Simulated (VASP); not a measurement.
Wanted: the native input for a VASP 6.6.1 run.

| Property | Result |
| --- | --- |
| Task | single point |
| Functional | r2SCAN |
| Potentials or basis | VASP PAW PBE potentials, release 64 (Si) |
| Cutoff | 520 eV |
| k mesh | 6 × 6 × 6 |
| Occupations | gaussian, width 0.01 eV |
| Spin | no spin polarisation |
| Dipole correction | no |
| Further INCAR settings | ALGO = Normal; EDIFF = 1e-07; NBANDS = 11 |

Crystal: Si.

```
Si
1.0
     0.00000    2.72212    2.72212
     2.72212    0.00000    2.72212
     2.72212    2.72212    0.00000
Si
2
Direct
  0.00000 0.00000 0.00000
  0.25000 0.25000 0.25000
```

These files were run (other wordings do the same):

POSCAR

```
Si
1.0
    0.0000000000      2.7221188962      2.7221188962
    2.7221188962      0.0000000000      2.7221188962
    2.7221188962      2.7221188962      0.0000000000
Si
2
Direct
    0.0000000000      0.0000000000      0.0000000000
    0.2500000000      0.2500000000      0.2500000000
```

INCAR.step1

```
PREC = Accurate ; ENCUT = 520
ISMEAR = 0 ; SIGMA = 0.01
LREAL = False ; LASPH = True
NELM = 60 ; NBANDS = 11
GGA = PE ; ALGO = Normal
EDIFF = 1E-4 ; LWAVE = True
LCHARG = False
```

INCAR.step2

```
PREC = Accurate ; ENCUT = 520
EDIFF = 1E-7 ; ISMEAR = 0
SIGMA = 0.01 ; LREAL = False
LASPH = True ; NELM = 60
ALGO = Normal ; ISIF = 2
LWAVE = False ; LCHARG = False
METAGGA = R2SCAN ; LMIXTAU = True
NBANDS = 11 ; ISTART = 1
```

KPOINTS

```
regular mesh
0
Gamma
  6 6 6
```

Potentials or basis: VASP PAW PBE potentials, release 64 (Si).

Launch:

```bash
$ cat potpaw_PBE.64/Si/POTCAR > POTCAR
$ cp INCAR.step1 INCAR
$ mpirun -np 1 vasp_std > vasp.out
$ cp INCAR.step2 INCAR
$ mpirun -np 1 vasp_std > vasp.out
```

Results of the run:

- Pressure: -0.2 GPa
- Band gap on the k mesh: 0.93 eV (least direct gap 2.75 eV)

Caveat: the PAW data sets were made with another functional, which shifts forces and pressure a little.

Run time: 45 s on 1 thread of AMD EPYC 7R43 64-Core Processor (Zen 3), with other jobs on the host, peak memory 0.12 GiB.
